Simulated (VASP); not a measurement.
# CO (P6_3mc) in VASP: further runs, part 2 of 2

VASP 6.6.1. The steps go on from the part before.

## Step 3: Relaxation of cell and atoms, PBE

This run uses another cell than the first one, of 27.59 Å³/atom.

INCAR

```
SYSTEM = CO
PREC = Accurate ; ENCUT = 600
EDIFF = 1E-7 ; ISMEAR = 0
SIGMA = 0.02 ; LREAL = .False.
LASPH = .True. ; NELM = 120
ALGO = Normal ; ISIF = 3
LWAVE = .False. ; LCHARG = .False.
GGA = PE ; IBRION = 2
NSW = 100 ; EDIFFG = -0.01
GGA_COMPAT = .False. ; NELMIN = 4
```

KPOINTS

```
regular mesh
0
Gamma
  6 6 4
  0 0 0
```

POSCAR

```
CO
1.0
    4.1588334876      0.0000000000      0.0000000000
   -2.0794167438      3.6016554504      0.0000000000
    0.0000000000      0.0000000000      7.3685088017
C O
2 2
Direct
    0.3333333333      0.6666666667      0.1140415205
    0.6666666667      0.3333333333      0.6140415205
    0.3333333333      0.6666666667      0.2680584795
    0.6666666667      0.3333333333      0.7680584795
```

Potentials or basis: VASP PAW PBE potentials, release 64 (C, O).

The run is started by

```sh
> cat potpaw_PBE.64/C/POTCAR potpaw_PBE.64/O/POTCAR > POTCAR
> mpirun -np 1 vasp_std > vasp.out
```

OUTCAR:

```text
SYSTEM = CO
   PREC = Accurate
   ENCUT = 600
   EDIFF = 1E-7
   ISMEAR = 0
   LREAL = .False.
   LASPH = .True.
   NELM = 120
   ISIF = 3
   GGA = PE
   IBRION = 2
   NSW = 100
   EDIFFG = -0.01
   NELMIN = 4

 ion  position               nearest neighbor table
   1  0.333  0.667  0.114-   3 1.13
   2  0.667  0.333  0.614-   4 1.13
   3  0.333  0.667  0.268-   1 1.13
   4  0.667  0.333  0.768-   2 1.13

  LATTYP: Found a hexagonal cell.
 ALAT       =     4.1588334876
 C/A-ratio  =     1.7717729800

  Lattice vectors:

 A1 = (   4.1588334876,   0.0000000000,   0.0000000000)
 A2 = (  -2.0794167438,   3.6016554504,   0.0000000000)
[... 187 lines left out ...]
  -------------------------------------------------------------------------------------
  Total        0.0349230      0.0349230      2.1097241      0.0000000      0.0000000      0.0000000
  in kB        0.5069538      0.5069538     30.6254825      0.0000000      0.0000000      0.0000000
  external PRESSURE =      10.5464633 kB  Pullay stress =       0.0000000 kB
[... 139 lines left out ...]
--------------------------------------- Ionic step        5  -------------------------------------------

 number of electron      20.0000000 magnetization

 Free energy of the ion-electron system (eV)
  ---------------------------------------------------
  ext. energy  EPLUGINS =         0.00000000
  ---------------------------------------------------
  free energy    TOTEN  =       -29.60955848 eV

  energy without entropy =      -29.60955848  energy(sigma->0) =      -29.60955848

 E-fermi :  -5.7868     XC(G=0):  -5.7687

 val. band max:       -5.9579307213   @ k =   0.3333   0.0000   0.0000
 cond. band min:       0.0893956437   @ k =   0.5000  -0.0000   0.0000
 fundamental gap:      6.0473263651
 Fermi energy:        -5.7868249646

 k-point     1 :       0.0000    0.0000    0.0000
  band No.  band energies     occupation
      1     -26.3798      2.00000
      2     -26.3677      2.00000
      3     -11.3660      2.00000
      4     -11.0226      2.00000
      5      -8.7642      2.00000
      6      -8.7642      2.00000
      7      -8.7038      2.00000
      8      -8.7038      2.00000
      9      -6.7552      2.00000
     10      -5.9980      2.00000
     11       1.0321      0.00000
     12       1.0321      0.00000
     13       1.3563      0.00000
     14       1.3563      0.00000
[... 369 lines left out ...]
  FREE ENERGIE OF THE ION-ELECTRON SYSTEM (eV)
  ---------------------------------------------------
  free  energy   TOTEN  =       -29.6095584792 eV

  energy  without entropy=      -29.6095584792  energy(sigma->0) =      -29.60955848

 reached required accuracy - stopping structural energy minimisation
```

OSZICAR:

```text
N       E                     dE             d eps       ncg     rms          rms(c)
DAV:   1     0.146072045043E+03    0.14607E+03   -0.97572E+03   588   0.130E+03
DAV:   2    -0.153782861941E+02   -0.16145E+03   -0.15709E+03   792   0.272E+02
DAV:   3    -0.310693842168E+02   -0.15691E+02   -0.15613E+02   750   0.996E+01
[... 49 lines left out ...]
DAV:   1    -0.296095594130E+02   -0.26246E-04   -0.64521E-04   588   0.260E-01    0.128E-02
DAV:   2    -0.296095595306E+02   -0.11764E-06   -0.19185E-05   702   0.405E-02    0.729E-03
DAV:   3    -0.296095587616E+02    0.76896E-06   -0.12824E-06   708   0.109E-02    0.417E-03
DAV:   4    -0.296095585068E+02    0.25480E-06   -0.49045E-07   594   0.709E-03    0.892E-04
DAV:   5    -0.296095584792E+02    0.27683E-07   -0.86564E-08   294   0.260E-03
   5 F= -.29609558E+02 E0= -.29609558E+02  d E =-.704267E-02
```

CONTCAR:

```text
CO
   1.00000000000000
     4.1589210409002542    0.0000000000000000    0.0000000000000000
    -2.0794605204501271    3.6017312737822071   -0.0000000000000000
     0.0000000000000000    0.0000000000000000    7.3778800011868242
  C               O
     2     2
Direct
     0.3333333332999970    0.6666666667000030    0.1136074096085719
     0.6666666667000030    0.3333333332999970    0.6136074096085720
     0.3333333332999970    0.6666666667000030    0.2684925903914293
     0.6666666667000030    0.3333333332999970    0.7684925903914293

  0.00000000E+00  0.00000000E+00  0.00000000E+00
  0.00000000E+00  0.00000000E+00  0.00000000E+00
  0.00000000E+00  0.00000000E+00  0.00000000E+00
  0.00000000E+00  0.00000000E+00  0.00000000E+00
```

It took 79 s on 1 thread of Intel Xeon 6975P-C (Granite Rapids), shared host; peak memory 0.27 GiB.

Results:

```yaml
Free_energy: -29.6096 eV
Relaxed_volume: 27.63 Å³/atom
Relaxed_cell: a = 4.159 Å, b = 4.159 Å, c = 7.378 Å, α = 90.00°, β = 90.00°, γ = 120.00°
Space_group_after_relaxing_to_0.1_Å: P6_3mc (No. 186)
Energy_gained_by_relaxing: 1.8 meV/atom
Ionic_steps: 5
Pressure_after_relaxing: 0.1 GPa
Largest_force_after_relaxing: 0.009 eV/Å
Band_gap_on_the_k_mesh: 6.05 eV (least direct gap 6.06 eV)
```

Forces on the atoms (eV/Å):
```
C    0.000  0.000  0.009
C    0.000  0.000  0.009
O    0.000  0.000 -0.009
O    0.000  0.000 -0.009
```

The path:
| step | energy change (eV) | largest force (eV/Å) | pressure (GPa) | volume (Å³) |
| --- | --- | --- | --- | --- |
| 1 | 0.0000 | 0.9065 | 1.05 | 110.37 |
| 2 | 1.0677 | 8.4995 | -9.97 | 113.27 |
| 3 | -0.0065 | 0.2416 | -0.20 | 110.57 |
| 4 | -0.0070 | 0.0594 | 0.00 | 110.53 |
| 5 | -0.0070 | 0.0089 | 0.05 | 110.52 |

Final structure:
```
CELL_PARAMETERS angstrom
4.15892 0.00000 0.00000
-2.07946 3.60173 0.00000
0.00000 0.00000 7.37788
ATOMIC_POSITIONS crystal
C 0.33333 0.66667 0.11361
C 0.66667 0.33333 0.61361
O 0.33333 0.66667 0.26849
O 0.66667 0.33333 0.76849
```

Caveat: this functional lacks dispersion, which holds the molecules together, so the pressure and a relaxed volume are unreliable. A k mesh can miss the band edges.
